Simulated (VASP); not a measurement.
# Ge (Fd-3m) in VASP: further runs

Ge is run at these levels: LDA; tasks: single point.

Program: VASP 6.6.1. These are calculated values, not measurements. Logs are shortened: lines on timing, memory, paths and dates and some standing lists are left out, and cuts for length are marked.

## Step 1: The cell of the first run

The structure is cubic, space group Fd-3m (No. 227). The conventional cell has a = 5.527 Å, b = 5.527 Å, c = 5.527 Å, α = 90.00°, β = 90.00°, γ = 90.00°. Within 3.2 Å of Ge (site symmetry -43m) lie 4 Ge at 2.39 Å.

## Step 2: Single point, LDA (volume scaled by 0.95)

INCAR

```
ALGO     = Normal         # electronic algorithm
EDIFF    = 1E-6           # SCF threshold, eV
ENCUT    = 500            # plane-wave cutoff, eV
GGA      = CA             # functional
GGA_COMPAT= False        
ISIF     = 2              # what is computed and relaxed
ISMEAR   = -1             # smearing method
LASPH    = True           # aspherical terms in the spheres
LCHARG   = False          # write CHGCAR
LREAL    = False          # projectors in reciprocal space
LWAVE    = False          # write WAVECAR
NBANDS   = 21             # bands
NELM     = 120            # most SCF steps
PREC     = Accurate       # precision mode
SIGMA    = 0.05           # smearing width, eV
```

KPOINTS

```
k-points
0
Gamma
  13 13 13
```

POSCAR

```
Ge
1.0
    0.0000000000      2.7633856408      2.7633856408
    2.7633856408      0.0000000000      2.7633856408
    2.7633856408      2.7633856408      0.0000000000
Ge
2
Direct
   -0.1250000000     -0.1250000000     -0.1250000000
    0.1250000000      0.1250000000      0.1250000000
```

Potentials or basis: VASP PAW LDA potentials, release 64 (Ge_d).

Run with:

```
cat potpaw_LDA.64/Ge_d/POTCAR > POTCAR
mpirun -np 1 vasp_std > vasp.out
```

OUTCAR:

```text
EDIFF = 1E-6
   ENCUT = 500
   GGA = CA
   ISIF = 2
   ISMEAR = -1
   LASPH = True
   LREAL = False
   NELM = 120
   PREC = Accurate

 ion  position               nearest neighbor table
   1  0.875  0.875  0.875-   2 2.39   2 2.39   2 2.39   2 2.39
   2  0.125  0.125  0.125-   1 2.39   1 2.39   1 2.39   1 2.39

  LATTYP: Found a face centered cubic cell.
 ALAT       =     5.5267712816

  Lattice vectors:

 A1 = (   0.0000000000,   2.7633856408,   2.7633856408)
 A2 = (   2.7633856408,   0.0000000000,   2.7633856408)
 A3 = (   2.7633856408,   2.7633856408,   0.0000000000)

Analysis of symmetry for initial positions (statically):
=====================================================================
 Subroutine PRICEL returns:
 Original cell was already a primitive cell.

 Routine SETGRP: Setting up the symmetry group for a
 face centered cubic supercell.

 Subroutine GETGRP returns: Found 48 space group operations
 (whereof 12 operations were pure point group operations)
 out of a pool of 48 trial point group operations.

The static configuration has the point symmetry D_3d.
 The point group associated with its full space group is O_h .

Analysis of symmetry for dynamics (positions and initial velocities):
=====================================================================
 Subroutine PRICEL returns:
 Original cell was already a primitive cell.

 Routine SETGRP: Setting up the symmetry group for a
 face centered cubic supercell.

 Subroutine GETGRP returns: Found 48 space group operations
 (whereof 12 operations were pure point group operations)
 out of a pool of 48 trial point group operations.

The dynamic configuration has the point symmetry D_3d.
 The point group associated with its full space group is O_h .

 Subroutine INISYM returns: Found 48 space group operations
 (whereof 12 operations are pure point group operations),
 and found     1 'primitive' translations

----------------------------------------------------------------------------------------

                                     Primitive cell

  volume of cell :      42.2041

  direct lattice vectors                    reciprocal lattice vectors
     0.000000000  2.763385641  2.763385641    -0.180937468  0.180937468  0.180937468
     2.763385641  0.000000000  2.763385641     0.180937468 -0.180937468  0.180937468
     2.763385641  2.763385641  0.000000000     0.180937468  0.180937468 -0.180937468

  length of vectors
     3.908017451  3.908017451  3.908017451     0.313392887  0.313392887  0.313392887

  position of ions in fractional coordinates (direct lattice)
     0.875000000  0.875000000  0.875000000
     0.125000000  0.125000000  0.125000000

  ion indices of the primitive-cell ions
   primitive index   ion index
                 1           1
                 2           2

----------------------------------------------------------------------------------------

 KPOINTS: k-points

Automatic generation of k-mesh.
 Grid dimensions read from file:
 generate k-points for:   13   13   13

 Generating k-lattice:

  Cartesian coordinates                     Fractional coordinates (reciprocal lattice)
    -0.013918267  0.013918267  0.013918267     0.076923077  0.000000000  0.000000000
     0.013918267 -0.013918267  0.013918267     0.000000000  0.076923077  0.000000000
     0.013918267  0.013918267 -0.013918267     0.000000000  0.000000000  0.076923077

  Length of vectors
     0.024107145  0.024107145  0.024107145

  Shift w.r.t. Gamma in fractional coordinates (k-lattice)
     0.000000000  0.000000000  0.000000000

 Subroutine IBZKPT returns following result:
 ===========================================

 Found     84 irreducible k-points:

 Following reciprocal coordinates:
            Coordinates               Weight
  0.000000  0.000000  0.000000      1.000000
  0.076923  0.000000  0.000000      8.000000
  0.153846  0.000000  0.000000      8.000000
  0.230769  0.000000  0.000000      8.000000
  0.307692  0.000000  0.000000      8.000000
  0.384615  0.000000  0.000000      8.000000
[... 16 lines left out ...]
  0.384615  0.153846  0.000000     24.000000
  0.461538  0.153846  0.000000     24.000000
 [... further k-points ...]
   k-points           NKPTS =     84   k-points in BZ     NKDIM =     84   number of bands    NBANDS=     21
   number of dos      NEDOS =    301   number of ions     NIONS =      2
   total plane-waves  NPLWV =  27000
   dimension x,y,z NGX =    30 NGY =   30 NGZ =   30
   dimension x,y,z NGXF=    60 NGYF=   60 NGZF=   60
   ions per type =               2
   NGX,Y,Z   is equivalent  to a cutoff of  12.76, 12.76, 12.76 a.u.
   NGXF,Y,Z  is equivalent  to a cutoff of  25.52, 25.52, 25.52 a.u.
 SYSTEM =  unknown system
   PREC   = accura    normal or accurate (medium, high low for compatibility)
   ISTART =      0    job   : 0-new  1-cont  2-samecut
   ICHARG =      2    charge: 1-file 2-atom 10-const
   ISPIN  =      1    spin polarized calculation?
   LNONCOLLINEAR =      F non collinear calculations
   LSORBIT =      F    spin-orbit coupling
   LASPH  =      T    aspherical Exc in radial PAW
   ENCUT  =  500.0 eV  36.75 Ry    6.06 a.u.   7.13  7.13  7.13*2*pi/ulx,y,z
   NELM   =    120;   NELMIN=  2; NELMDL= -5     # of ELM steps
   EDIFF  = 0.1E-05   stopping-criterion for ELM
   LREAL  =      F    real-space projection
[... 7 lines left out ...]
   TEBEG  =    0.0;   TEEND  =   0.0 temperature during run
   PSTRESS=    0.0 pullay stress
   NELECT =      28.0000    total number of electrons
   NUPDOWN=      -1.0000    fix difference up-down
   EMIN   =  10.00;   EMAX   =-10.00  energy-range for DOS
   EFERMI =   0.00;   METHOD = LEGACY
   ISMEAR =    -1;   SIGMA  =   0.05  broadening in eV -4-tet -1-fermi 0-gaus
   EFERMI_NEDOS =   21; number of points for ismear=-14 and -15
   IALGO  =     38    algorithm
   IMIX   =      4    mixing-type and parameters
     AMIX     =   0.40;   BMIX     =  1.00
     AMIX_MAG =   1.60;   BMIX_MAG =  1.00
  volume/ion in A,a.u.               =      21.10       142.40
  Fermi-wavevector in a.u.,A,eV,Ry     =   1.427828  2.698204 27.738115  2.038694
  Thomas-Fermi vector in A             =   2.547956
   LORBIT       =      0    0 simple, 1 ext, 2 COOP (PROOUT), +10 PAW based schemes
   GGA     = CA    functional components
   LHFCALC =     F    Hartree Fock is set to
   AEXX    =    0.0000 exact exchange contribution
   IVDW    =     0    specifies the selected vdW correction
   LEPSILON=     F    determine dielectric tensor
   LRPA    =     F    only Hartree local field effects (RPA)
 non-spin polarized calculation
  energy-cutoff  :      500.00
  volume of cell :       42.20
 maximum number of plane-waves:      1083
 NGX is ok and might be reduce to    30
   NGX = 15   NGY = 15   NGZ = 15

 number of electron      28.0000023 magnetization

 Free energy of the ion-electron system (eV)
  ---------------------------------------------------
  ext. energy  EPLUGINS =         0.00000000
  ---------------------------------------------------
  free energy    TOTEN  =       -10.36133265 eV

  energy without entropy =      -10.36119609  energy(sigma->0) =      -10.36126437

 E-fermi :   5.5638     XC(G=0): -10.6242

 val. band max:        5.4353292216   @ k =   0.0000   0.0000   0.0000
 cond. band min:       5.7391440048   @ k =   0.4615   0.0000   0.0000
 fundamental gap:      0.3038147832
 Fermi energy:         5.5638023531

 k-point     1 :       0.0000    0.0000    0.0000
  band No.  band energies     occupation
      1     -19.6183      2.00000
      2     -19.6183      2.00000
      3     -19.6183      2.00000
      4     -19.5759      2.00000
      5     -19.5759      2.00000
      6     -19.3239      2.00000
[... 13 lines left out ...]
     20      15.1806      0.00000
     21      15.1806      0.00000

 k-point     2 :       0.0769    0.0000    0.0000
  band No.  band energies     occupation
      1     -19.6229      2.00000
      2     -19.6229      2.00000
      3     -19.6171      2.00000
      4     -19.5696      2.00000
      5     -19.5696      2.00000
      6     -19.3301      2.00000
[... 13 lines left out ...]
     20      14.5716      0.00000
     21      14.5716      0.00000

 k-point     3 :       0.1538    0.0000    0.0000
  band No.  band energies     occupation
      1     -19.6314      2.00000
      2     -19.6314      2.00000
      3     -19.6140      2.00000
      4     -19.5568      2.00000
      5     -19.5568      2.00000
      6     -19.3407      2.00000
[... 13 lines left out ...]
     20      13.9578      0.00000
     21      13.9578      0.00000

 k-point     4 :       0.2308    0.0000    0.0000
  band No.  band energies     occupation
      1     -19.6387      2.00000
      2     -19.6387      2.00000
      3     -19.6095      2.00000
      4     -19.5440      2.00000
      5     -19.5440      2.00000
      6     -19.3503      2.00000
[... 13 lines left out ...]
     20      13.8234      0.00000
     21      13.8234      0.00000

 k-point     5 :       0.3077    0.0000    0.0000
  band No.  band energies     occupation
      1     -19.6436      2.00000
      2     -19.6436      2.00000
      3     -19.6046      2.00000
      4     -19.5342      2.00000
      5     -19.5342      2.00000
      6     -19.3570      2.00000
[... 13 lines left out ...]
     20      14.3026      0.00000
     21      14.3026      0.00000
[... 382 lines left out ...]
     20      14.5679      0.00000
     21      15.5141      0.00000

 k-point    22 :       0.3077    0.1538    0.0000
  band No.  band energies     occupation
      1     -19.6510      2.00000
      2     -19.6396      2.00000
      3     -19.6098      2.00000
      4     -19.5371      2.00000
      5     -19.5065      2.00000
      6     -19.4071      2.00000
[... 13 lines left out ...]
     20      15.0827      0.00000
     21      15.6780      0.00000

 k-point    23 :       0.3846    0.1538    0.0000
  band No.  band energies     occupation
      1     -19.6593      2.00000
      2     -19.6448      2.00000
      3     -19.5967      2.00000
      4     -19.5257      2.00000
      5     -19.4994      2.00000
      6     -19.4115      2.00000
[... 13 lines left out ...]
     20      15.4389      0.00000
     21      16.4140      0.00000

 k-point    24 :       0.4615    0.1538    0.0000
  band No.  band energies     occupation
      1     -19.6646      2.00000
      2     -19.6491      2.00000
      3     -19.5844      2.00000
      4     -19.5157      2.00000
      5     -19.5002      2.00000
      6     -19.4070      2.00000
[... 13 lines left out ...]
     20      16.9282      0.00000
     21      17.3190      0.00000

 [... further k-points ...]

------------------------ aborting loop because EDIFF is reached ----------------------------------------

  FORCE on cell =-STRESS in cart. coord.  units (eV):
  Direction    XX          YY          ZZ          XY          YZ          ZX
  --------------------------------------------------------------------------------------
  -------------------------------------------------------------------------------------
  Total        1.1605382      1.1605382      1.1605382     -0.0000000      0.0000000      0.0000000
  in kB       44.0570621     44.0570621     44.0570621     -0.0000000      0.0000000      0.0000000
  external PRESSURE =      44.0570621 kB  Pullay stress =       0.0000000 kB

 VOLUME and BASIS-vectors are now :
 -----------------------------------------------------------------------------
  energy-cutoff  :      500.00
  volume of cell :       42.20
      direct lattice vectors                 reciprocal lattice vectors
     0.000000000  2.763385641  2.763385641    -0.180937468  0.180937468  0.180937468
     2.763385641  0.000000000  2.763385641     0.180937468 -0.180937468  0.180937468
     2.763385641  2.763385641  0.000000000     0.180937468  0.180937468 -0.180937468

 POSITION                                       TOTAL-FORCE (eV/Angst)
 -----------------------------------------------------------------------------------
      4.83592      4.83592      4.83592        -0.000000     -0.000000     -0.000000
      0.69085      0.69085      0.69085         0.000000      0.000000      0.000000
 -----------------------------------------------------------------------------------
    total drift:                               -0.000000      0.000000      0.000000

  FREE ENERGIE OF THE ION-ELECTRON SYSTEM (eV)
  ---------------------------------------------------
  free  energy   TOTEN  =       -10.3613326479 eV

  energy  without entropy=      -10.3611960923  energy(sigma->0) =      -10.36126437
```

It took 30 s on 1 thread of AMD EPYC 9R45 (Zen 5), shared host; peak memory 0.15 GiB.

What came out:

```yaml
Free_energy: -10.3613 eV
Pressure: 4.4 GPa
Band_gap_on_the_k_mesh: 0.30 eV, indirect (least direct gap 0.51 eV)
```

Caveat: the cell differs from its parent crystal (volume scaled by 0.95). A k mesh can miss the band edges.

## Step 3: Single point, LDA

This run uses another cell than the first one, of 22.21 Å³/atom, 1.053 times its volume.

INCAR

```
SYSTEM = Ge
  PREC = Accurate
  ENCUT = 500
  EDIFF = 1E-6
  ISMEAR = -1
  SIGMA = 0.05
  LREAL = .False.
  LASPH = .True.
  NELM = 120
  ALGO = Normal
  ISIF = 2
  LWAVE = .False.
  LCHARG = .False.
  GGA = CA
  NBANDS = 21
  GGA_COMPAT = .False.
```

KPOINTS

```
Automatic mesh
0
Gamma
  13 13 13
  0 0 0
```

POSCAR

```
Ge
1.0
    0.0000000000      2.8110395856      2.8110395856
    2.8110395856      0.0000000000      2.8110395856
    2.8110395856      2.8110395856      0.0000000000
Ge
2
Direct
   -0.1250000000     -0.1250000000     -0.1250000000
    0.1250000000      0.1250000000      0.1250000000
```

Potentials or basis: VASP PAW LDA potentials, release 64 (Ge_d).

Run with:

```
cat potpaw_LDA.64/Ge_d/POTCAR > POTCAR
mpirun -np 1 vasp_std > vasp.out
```

Wall time 30 s (1 thread of AMD EPYC 9R45 (Zen 5), shared host); peak memory 0.15 GiB.

Results (log left out):

```
Free energy : -10.3914 eV
Pressure    : 0.2 GPa
```

Levels at points of the mesh, in eV from the Fermi level:
```csv
k point,band 10,band 11,band 12,band 13,band 14,band 15,band 16,band 17,band 18,band 19
"(0.00, 0.00, 0.00)",-24.73,-12.99,-0.04,-0.04,-0.04,-0.01,2.50,2.50,2.50,6.22
```

## Step 4: Single point, LDA

This run uses another cell than the first one, of 22.21 Å³/atom, 1.053 times its volume.

INCAR

```
PREC = Accurate
ENCUT = 500
EDIFF = 1E-6
ISMEAR = -1
SIGMA = 0.05
LREAL = False
LASPH = True
NELM = 120
ALGO = Normal
ISIF = 2
LWAVE = False
LCHARG = False
NBANDS = 21
GGA_COMPAT = False
```

KPOINTS

```
Automatic mesh
0
Gamma
  13 13 13
```

POSCAR is that of step 3.

Run with:

```
cat potpaw_LDA.64/Ge_d/POTCAR > POTCAR
mpirun -np 1 vasp_std > vasp.out
```

It took 30 s on 1 thread of AMD EPYC 9R45 (Zen 5), shared host; peak memory 0.15 GiB.

It converged, with:

```yaml
Free_energy: -10.3914 eV
Pressure: 0.2 GPa
```

Levels at points of the mesh, in eV from the Fermi level:
```csv
k point,band 10,band 11,band 12,band 13,band 14,band 15,band 16,band 17,band 18,band 19
"(0.00, 0.00, 0.00)",-24.73,-12.99,-0.04,-0.04,-0.04,-0.01,2.50,2.50,2.50,6.22
```
